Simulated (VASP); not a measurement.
# AlCu (P4mm) in VASP: a series of runs

The runs below take AlCu through single point, with PBEsol.

Program: VASP 6.6.1. These are calculated values, not measurements. Logs are shortened: lines on timing, memory, paths and dates and some standing lists are left out, and cuts for length are marked.

### Step 1. The cell of the first run

It takes space group P4mm (No. 99, tetragonal). Conventional cell: a = 2.956 Å, b = 2.956 Å, c = 2.956 Å, α = 90.00°, β = 90.00°, γ = 90.00°. Al (site symmetry 4mm) has 8 Cu at 2.53 to 2.59 Å and 6 Al at 2.96 Å within 3.3 Å. Cu (site symmetry 4mm) has 8 Al at 2.53 to 2.59 Å and 6 Cu at 2.96 Å within 3.3 Å.

### Step 2. Single point, PBEsol (atoms displaced along a vibrational mode)

INCAR reads:

```
SYSTEM = AlCu
ALGO = Fast ; EDIFF = 1E-7
ENCUT = 520 ; GGA = PS
ISIF = 2 ; ISMEAR = 0
LASPH = .TRUE. ; LCHARG = .TRUE.
LELF = .TRUE. ; LREAL = .FALSE.
LVHAR = .TRUE. ; LWAVE = .FALSE.
NBANDS = 14 ; NELM = 60
PREC = Accurate ; SIGMA = 0.15
```

KPOINTS reads:

```
k-points
0
G
  16 16 16
  0 0 0
```

POSCAR reads:

```
AlCu
1.0
    2.9559960808      0.0000000000      0.0000000000
    0.0000000000      2.9559960808      0.0000000000
    0.0000000000      0.0000000000      2.9559960808
Al Cu
1 1
Direct
   -0.0129567154      0.0000000000      0.0000000000
    0.5055014024      0.5000000000      0.5000000000
```

Potentials or basis: VASP PAW PBE potentials, release 64 (Al, Cu).

Started as:

```sh
$ cat potpaw_PBE.64/Al/POTCAR potpaw_PBE.64/Cu/POTCAR > POTCAR
$ mpirun -np 1 vasp_std > vasp.out
```

OUTCAR:

```text
SYSTEM = AlCu
   EDIFF = 1E-7
   ENCUT = 520
   GGA = PS
   ISIF = 2
   ISMEAR = 0
   LASPH = .TRUE.
   LREAL = .FALSE.
   NELM = 60
   PREC = Accurate

 ion  position               nearest neighbor table
   1  0.987  0.000  0.000-   2 2.53   2 2.53   2 2.53   2 2.53   2 2.59   2 2.59   2 2.59   2 2.59

   2  0.506  0.500  0.500-   1 2.53   1 2.53   1 2.53   1 2.53   1 2.59   1 2.59   1 2.59   1 2.59

  LATTYP: Found a simple cubic cell.
 ALAT       =     2.9559960808

  Lattice vectors:

 A1 = (   2.9559960808,   0.0000000000,   0.0000000000)
 A2 = (   0.0000000000,   2.9559960808,   0.0000000000)
 A3 = (   0.0000000000,   0.0000000000,   2.9559960808)

Analysis of symmetry for initial positions (statically):
=====================================================================
 Subroutine PRICEL returns:
 Original cell was already a primitive cell.

 Routine SETGRP: Setting up the symmetry group for a
 simple cubic supercell.

 Subroutine GETGRP returns: Found  8 space group operations
 (whereof  8 operations were pure point group operations)
 out of a pool of 48 trial point group operations.

The static configuration has the point symmetry C_4v.

Analysis of symmetry for dynamics (positions and initial velocities):
=====================================================================
 Subroutine PRICEL returns:
 Original cell was already a primitive cell.

 Routine SETGRP: Setting up the symmetry group for a
 simple cubic supercell.

 Subroutine GETGRP returns: Found  8 space group operations
 (whereof  8 operations were pure point group operations)
 out of a pool of 48 trial point group operations.

The dynamic configuration has the point symmetry C_4v.

 Subroutine INISYM returns: Found  8 space group operations
 (whereof  8 operations are pure point group operations),
 and found     1 'primitive' translations

----------------------------------------------------------------------------------------

                                     Primitive cell

  volume of cell :      25.8292

  direct lattice vectors                    reciprocal lattice vectors
     2.955996081  0.000000000  0.000000000     0.338295442  0.000000000  0.000000000
     0.000000000  2.955996081  0.000000000     0.000000000  0.338295442  0.000000000
     0.000000000  0.000000000  2.955996081     0.000000000  0.000000000  0.338295442

  length of vectors
     2.955996081  2.955996081  2.955996081     0.338295442  0.338295442  0.338295442

  position of ions in fractional coordinates (direct lattice)
     0.987043285  0.000000000  0.000000000
     0.505501402  0.500000000  0.500000000

  ion indices of the primitive-cell ions
   primitive index   ion index
                 1           1
                 2           2

----------------------------------------------------------------------------------------

 KPOINTS: k-points

Automatic generation of k-mesh.
 Grid dimensions read from file:
 generate k-points for:   16   16   16

 Generating k-lattice:

  Cartesian coordinates                     Fractional coordinates (reciprocal lattice)
     0.021143465  0.000000000  0.000000000     0.062500000  0.000000000  0.000000000
     0.000000000  0.021143465  0.000000000     0.000000000  0.062500000  0.000000000
     0.000000000  0.000000000  0.021143465     0.000000000  0.000000000  0.062500000

  Length of vectors
     0.021143465  0.021143465  0.021143465

  Shift w.r.t. Gamma in fractional coordinates (k-lattice)
     0.000000000  0.000000000  0.000000000

 Subroutine IBZKPT returns following result:
 ===========================================

 Found    405 irreducible k-points:

 Following reciprocal coordinates:
            Coordinates               Weight
  0.000000  0.000000  0.000000      1.000000
  0.062500  0.000000  0.000000      2.000000
  0.000000  0.062500  0.000000      4.000000
  0.125000  0.000000  0.000000      2.000000
  0.000000  0.125000  0.000000      4.000000
  0.187500  0.000000  0.000000      2.000000
[... 16 lines left out ...]
  0.187500  0.062500  0.000000      8.000000
  0.000000  0.187500  0.062500      8.000000
 [... further k-points ...]
   k-points           NKPTS =    405   k-points in BZ     NKDIM =    405   number of bands    NBANDS=     14
   number of dos      NEDOS =    301   number of ions     NIONS =      2
   total plane-waves  NPLWV =  13824
   dimension x,y,z NGX =    24 NGY =   24 NGZ =   24
   dimension x,y,z NGXF=    48 NGYF=   48 NGZF=   48
   ions per type =               1   1
   NGX,Y,Z   is equivalent  to a cutoff of  13.50, 13.50, 13.50 a.u.
   NGXF,Y,Z  is equivalent  to a cutoff of  27.00, 27.00, 27.00 a.u.
 SYSTEM =  AlCu
   PREC   = accura    normal or accurate (medium, high low for compatibility)
   ISTART =      0    job   : 0-new  1-cont  2-samecut
   ICHARG =      2    charge: 1-file 2-atom 10-const
   ISPIN  =      1    spin polarized calculation?
   LNONCOLLINEAR =      F non collinear calculations
   LSORBIT =      F    spin-orbit coupling
   LASPH  =      T    aspherical Exc in radial PAW
   ENCUT  =  520.0 eV  38.22 Ry    6.18 a.u.   5.50  5.50  5.50*2*pi/ulx,y,z
   NELM   =     60;   NELMIN=  2; NELMDL= -5     # of ELM steps
   EDIFF  = 0.1E-06   stopping-criterion for ELM
   LREAL  =      F    real-space projection
   EDIFFG = 0.1E-05   stopping-criterion for IOM
   NSW    =      0    number of steps for IOM
   IBRION =     -1    ionic relax: 0-MD 1-quasi-New 2-CG
   NFREE  =      0    steps in history (QN), initial steepest desc. (CG)
   ISIF   =      2    stress and relaxation
   ISYM   =      2    0-nonsym 1-usesym 2-fastsym
   POTIM  = 0.5000    time-step for ionic-motion
   TEBEG  =    0.0;   TEEND  =   0.0 temperature during run
   PSTRESS=    0.0 pullay stress
   NELECT =      14.0000    total number of electrons
   NUPDOWN=      -1.0000    fix difference up-down
   EMIN   =  10.00;   EMAX   =-10.00  energy-range for DOS
   EFERMI =   0.00;   METHOD = LEGACY
   ISMEAR =     0;   SIGMA  =   0.15  broadening in eV -4-tet -1-fermi 0-gaus
   EFERMI_NEDOS =   21; number of points for ismear=-14 and -15
   IALGO  =     68    algorithm
   IMIX   =      4    mixing-type and parameters
     AMIX     =   0.40;   BMIX     =  1.00
     AMIX_MAG =   1.60;   BMIX_MAG =  1.00
  volume/ion in A,a.u.               =      12.91        87.15
  Fermi-wavevector in a.u.,A,eV,Ry     =   1.334792  2.522391 24.241094  1.781670
  Thomas-Fermi vector in A             =   2.463546
   LORBIT       =      0    0 simple, 1 ext, 2 COOP (PROOUT), +10 PAW based schemes
   GGA     = PS    functional components
   LHFCALC =     F    Hartree Fock is set to
   AEXX    =    0.0000 exact exchange contribution
   IVDW    =     0    specifies the selected vdW correction
   LEPSILON=     F    determine dielectric tensor
   LRPA    =     F    only Hartree local field effects (RPA)
 non-spin polarized calculation
 RMM-DIIS sequential band-by-band and
 Gauss-broadening in eV      SIGMA  =   0.15
  energy-cutoff  :      520.00
  volume of cell :       25.83
 maximum number of plane-waves:       739
 NGX is ok and might be reduce to    24
   NGX = 11   NGY = 11   NGZ = 11

 number of electron      14.0000011 magnetization

 Free energy of the ion-electron system (eV)
  ---------------------------------------------------
  ext. energy  EPLUGINS =         0.00000000
  ---------------------------------------------------
  free energy    TOTEN  =        -8.71054081 eV

  energy without entropy =       -8.70414847  energy(sigma->0) =       -8.70734464

 E-fermi :   9.5224     XC(G=0): -11.8058

 val. band max:        9.4921489275   @ k =   0.0625   0.5000   0.5000
 cond. band min:       9.5277496105   @ k =   0.1875   0.3750   0.3750
 fundamental gap:      0.0356006829
 Fermi energy:         9.5223538342

 k-point     1 :       0.0000    0.0000    0.0000
  band No.  band energies     occupation
      1      -2.3306      2.00000
      2       4.3775      2.00000
      3       4.3796      2.00000
      4       5.4628      2.00000
      5       5.4650      2.00000
      6       5.4650      2.00000
      7      13.4218      0.00000
      8      13.4218      0.00000
      9      13.4265      0.00000
     10      15.8674      0.00000
     11      15.8680      0.00000
     12      20.0807      0.00000
     13      28.2352      0.00000
     14      28.2461      0.00000

 k-point     2 :       0.0625    0.0000    0.0000
  band No.  band energies     occupation
      1      -2.2626      2.00000
      2       4.3833      2.00000
      3       4.3881      2.00000
      4       5.4455      2.00000
      5       5.4455      2.00000
      6       5.4650      2.00000
      7      12.5801      0.00000
      8      13.5041      0.00000
      9      13.5041      0.00000
     10      15.8905      0.00000
     11      16.6003      0.00000
     12      20.3560      0.00000
     13      27.3651      0.00000
     14      27.3652      0.00000

 k-point     3 :       0.0000    0.0625    0.0000
  band No.  band energies     occupation
      1      -2.2626      2.00000
      2       4.3817      2.00000
      3       4.3898      2.00000
      4       5.4431      2.00000
      5       5.4455      2.00000
      6       5.4673      2.00000
      7      12.5754      0.00000
      8      13.5042      0.00000
      9      13.5114      0.00000
     10      15.8900      0.00000
     11      16.5968      0.00000
     12      20.3575      0.00000
     13      27.3696      0.00000
     14      27.3747      0.00000
[... 324 lines left out ...]
 k-point    23 :       0.1875    0.0625    0.0000
  band No.  band energies     occupation
      1      -1.6556      2.00000
      2       4.3807      2.00000
      3       4.4694      2.00000
      4       5.2875      2.00000
      5       5.3143      2.00000
      6       5.4622      2.00000
      7       9.7286      0.05182
      8      13.2654      0.00000
      9      14.2211      0.00000
     10      16.6044      0.00000
     11      18.8179      0.00000
     12      22.8688      0.00000
     13      23.4855      0.00000
     14      24.4094      0.00000

 k-point    24 :       0.0000    0.1875    0.0625
  band No.  band energies     occupation
      1      -1.6553      2.00000
      2       4.3794      2.00000
      3       4.4710      2.00000
      4       5.2848      2.00000
      5       5.3145      2.00000
      6       5.4645      2.00000
      7       9.7263      0.05450
      8      13.2634      0.00000
      9      14.2322      0.00000
     10      16.5999      0.00000
     11      18.8095      0.00000
     12      22.8856      0.00000
     13      23.4686      0.00000
     14      24.4284      0.00000

 [... further k-points ...]

------------------------ aborting loop because EDIFF is reached ----------------------------------------

  FORCE on cell =-STRESS in cart. coord.  units (eV):
  Direction    XX          YY          ZZ          XY          YZ          ZX
  --------------------------------------------------------------------------------------
  -------------------------------------------------------------------------------------
  Total        0.0842912      0.1053573      0.1053573     -0.0000000     -0.0000000      0.0000000
  in kB        5.2285487      6.5352699      6.5352699     -0.0000000     -0.0000000      0.0000000
  external PRESSURE =       6.0996962 kB  Pullay stress =       0.0000000 kB

 VOLUME and BASIS-vectors are now :
 -----------------------------------------------------------------------------
  energy-cutoff  :      520.00
  volume of cell :       25.83
      direct lattice vectors                 reciprocal lattice vectors
     2.955996081  0.000000000  0.000000000     0.338295442  0.000000000  0.000000000
     0.000000000  2.955996081  0.000000000     0.000000000  0.338295442  0.000000000
     0.000000000  0.000000000  2.955996081     0.000000000  0.000000000  0.338295442

 POSITION                                       TOTAL-FORCE (eV/Angst)
 -----------------------------------------------------------------------------------
      2.91770      0.00000      0.00000         0.245549      0.000000      0.000000
      1.49426      1.47800      1.47800        -0.245549      0.000000     -0.000000
 -----------------------------------------------------------------------------------
    total drift:                               -0.000427      0.000000      0.000014

  FREE ENERGIE OF THE ION-ELECTRON SYSTEM (eV)
  ---------------------------------------------------
  free  energy   TOTEN  =        -8.7105408079 eV

  energy  without entropy=       -8.7041484742  energy(sigma->0) =       -8.70734464
```

Run time: 3.4 min. Hardware: 1 thread of Intel Xeon 8259CL, shared host; peak memory 0.27 GiB.

Results:

```yaml
Free_energy: -8.7105 eV
Pressure: 0.6 GPa
Largest_force: 0.246 eV/Å
Band_gap_on_the_k_mesh: zero (bands 7 and 8 overlap by 4.79 eV)
```

Forces on the atoms (eV/Å):
```
Al   0.246  0.000  0.000
Cu  -0.246  0.000  0.000
```

Caveat: the cell differs from its parent crystal (atoms displaced along a vibrational mode); the PAW data sets were made with another functional, which shifts forces and pressure a little.

### Step 3. Single point, PBEsol (atoms displaced along a vibrational mode)

INCAR reads:

```
PREC     = Accurate       # precision mode
ENCUT    = 520            # plane-wave cutoff, eV
EDIFF    = 1E-7           # SCF threshold, eV
ISMEAR   = 0              # smearing method
SIGMA    = 0.15           # smearing width, eV
LREAL    = False          # projectors in reciprocal space
LASPH    = True           # aspherical terms in the spheres
NELM     = 100            # most SCF steps
ALGO     = Fast           # electronic algorithm
ISIF     = 2              # what is computed and relaxed
LWAVE    = False          # write WAVECAR
LCHARG   = False          # write CHGCAR
GGA      = PS             # functional
NBANDS   = 14             # bands
```

KPOINTS reads:

```
regular mesh
0
Gamma
  16 16 16
```

POSCAR reads:

```
AlCu
1.0
    2.9559960808      0.0000000000      0.0000000000
    0.0000000000      2.9559960808      0.0000000000
    0.0000000000      0.0000000000      2.9559960808
Al Cu
1 1
Direct
   -0.0259472604      0.0000000000      0.0000000000
    0.5110171687      0.5000000000      0.5000000000
```

Potentials or basis: VASP PAW PBE potentials, release 64 (Al, Cu).

Started as:

```sh
$ cat potpaw_PBE.64/Al/POTCAR potpaw_PBE.64/Cu/POTCAR > POTCAR
$ mpirun -np 1 vasp_std > vasp.out
```

OUTCAR:

```text
PREC = Accurate
   ENCUT = 520
   EDIFF = 1E-7
   ISMEAR = 0
   LREAL = False
   LASPH = True
   NELM = 100
   ISIF = 2
   GGA = PS

 ion  position               nearest neighbor table
   1  0.974  0.000  0.000-   2 2.50   2 2.50   2 2.50   2 2.50   2 2.62   2 2.62   2 2.62   2 2.62

   2  0.511  0.500  0.500-   1 2.50   1 2.50   1 2.50   1 2.50   1 2.62   1 2.62   1 2.62   1 2.62

  LATTYP: Found a simple cubic cell.
 ALAT       =     2.9559960808

  Lattice vectors:

[... 597 lines left out ...]
------------------------ aborting loop because EDIFF is reached ----------------------------------------

  FORCE on cell =-STRESS in cart. coord.  units (eV):
  Direction    XX          YY          ZZ          XY          YZ          ZX
  --------------------------------------------------------------------------------------
  -------------------------------------------------------------------------------------
  Total        0.1103671      0.1941588      0.1941588      0.0000000      0.0000000      0.0000000
  in kB        6.8460263     12.0435965     12.0435965      0.0000000      0.0000000      0.0000000
  external PRESSURE =      10.3110731 kB  Pullay stress =       0.0000000 kB

 VOLUME and BASIS-vectors are now :
 -----------------------------------------------------------------------------
  energy-cutoff  :      520.00
  volume of cell :       25.83
      direct lattice vectors                 reciprocal lattice vectors
     2.955996081  0.000000000  0.000000000     0.338295442  0.000000000  0.000000000
     0.000000000  2.955996081  0.000000000     0.000000000  0.338295442  0.000000000
     0.000000000  0.000000000  2.955996081     0.000000000  0.000000000  0.338295442

 POSITION                                       TOTAL-FORCE (eV/Angst)
 -----------------------------------------------------------------------------------
      2.87930      0.00000      0.00000         0.491255     -0.000000      0.000000
      1.51056      1.47800      1.47800        -0.491255      0.000000     -0.000000
 -----------------------------------------------------------------------------------
    total drift:                                0.000409     -0.000000     -0.000002

  FREE ENERGIE OF THE ION-ELECTRON SYSTEM (eV)
  ---------------------------------------------------
  free  energy   TOTEN  =        -8.6903941986 eV

  energy  without entropy=       -8.6839759169  energy(sigma->0) =       -8.68718506
```

stdout:

```text
POSCAR found type information on POSCAR AlCu
 POSCAR found :  2 types and       2 ions
 scaLAPACK will be used
 -----------------------------------------------------------------------------
|                                                                             |
[... 35 lines left out ...]
WARNING in EDDRMM: call to ZHEGV failed, returncode =   8  4     13
WARNING in EDDRMM: call to ZHEGV failed, returncode =   8  4     13
WARNING in EDDRMM: call to ZHEGV failed, returncode =   6  3     12
WARNING in EDDRMM: call to ZHEGV failed, returncode =   6  3     13
WARNING in EDDRMM: call to ZHEGV failed, returncode =   6  3     13
 num prob RMM:  23    -0.869039422496E+01    0.20417E-06   -0.14581E-07  8613   0.441E-03    0.126E-03
 num prob RMM:  24    -0.869039419858E+01    0.26380E-07   -0.51051E-08  7396   0.186E-03
```

It took 3.5 min on 1 thread of Intel Xeon 8259CL, shared host; peak memory 0.27 GiB.

Results:

```
Free energy            : -8.6904 eV
Pressure               : 1.0 GPa
Largest force          : 0.491 eV/Å
Band gap on the k mesh : zero (bands 7 and 8 overlap by 4.80 eV)
```

Forces in eV/Å, atoms in the order of the input:
```
Al   0.491  0.000  0.000
Cu  -0.491  0.000  0.000
```

Levels at points of the mesh, in eV from the Fermi level:
```csv
k point,band 3,band 4,band 5,band 6,band 7,band 8,band 9,band 10,band 11,band 12
"(0.00, 0.00, 0.00)",-5.15,-4.07,-4.06,-4.06,3.90,3.90,3.92,6.35,6.35,10.52
"(0.50, 0.00, 0.00)",-4.87,-4.52,-4.52,-4.01,-3.27,7.22,8.06,8.06,8.88,8.88
"(0.00, 0.50, 0.00)",-4.86,-4.53,-4.52,-4.01,-3.28,7.21,8.16,8.21,8.73,8.79
"(0.50, 0.50, 0.00)",-4.42,-4.41,-3.91,-3.88,-3.66,-0.89,-0.06,10.48,12.93,13.05
"(0.00, 0.50, 0.50)",-4.45,-4.45,-3.87,-3.87,-3.66,-0.90,-0.05,10.50,12.75,12.75
"(0.50, 0.50, 0.50)",-5.70,-3.64,-3.64,0.57,0.57,0.64,1.94,2.30,2.30,2.41
```

Caveat: the cell differs from its parent crystal (atoms displaced along a vibrational mode); the PAW data sets were made with another functional, which shifts forces and pressure a little.
